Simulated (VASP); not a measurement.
BiRu (rocksalt type), 2 atoms in the cell. It takes space group Fm-3m (No. 225, cubic). Conventional cell: a = 5.684 Å, b = 5.684 Å, c = 5.684 Å, α = 90.00°, β = 90.00°, γ = 90.00°. Ru (site symmetry m-3m) has 6 Bi at 2.84 Å within 3.7 Å. Bi (site symmetry m-3m) has 6 Ru at 2.84 Å within 3.7 Å. 

| Property | Result |
| --- | --- |
| Program | VASP 6.6.1 |
| Task | relaxation of cell and atoms |
| Functional | LDA |
| Potentials or basis | VASP PAW LDA potentials, release 64 (Ru_pv, Bi_d) |
| Cutoff | 600 eV |
| k mesh | 13 × 13 × 13 |
| Occupations | fermi-dirac, width 0.08 eV |
| Spin | no spin polarisation |
| Dipole correction | no |
| Further INCAR settings | ALGO = Normal; EDIFF = 1e-07; IBRION = 2; EDIFFG = -0.005; NSW = 60; ISIF = 3 |

Potentials or basis: VASP PAW LDA potentials, release 64 (Ru_pv, Bi_d).

Launch:

```sh
$ cat potpaw_LDA.64/Ru_pv/POTCAR potpaw_LDA.64/Bi_d/POTCAR > POTCAR
$ mpirun -np 1 vasp_std > vasp.out
```

Hardware: 1 thread of AMD EPYC 7R13 Processor (Zen 3) (shared host).

**Question.** How long does it take, and how much memory?

**Answer.** Wall time 3.4 min on 1 thread of AMD EPYC 7R13 Processor (Zen 3), on a shared host, peak memory 0.2 GiB. Counts: scf iterations 63, k points 84, ion steps 7.
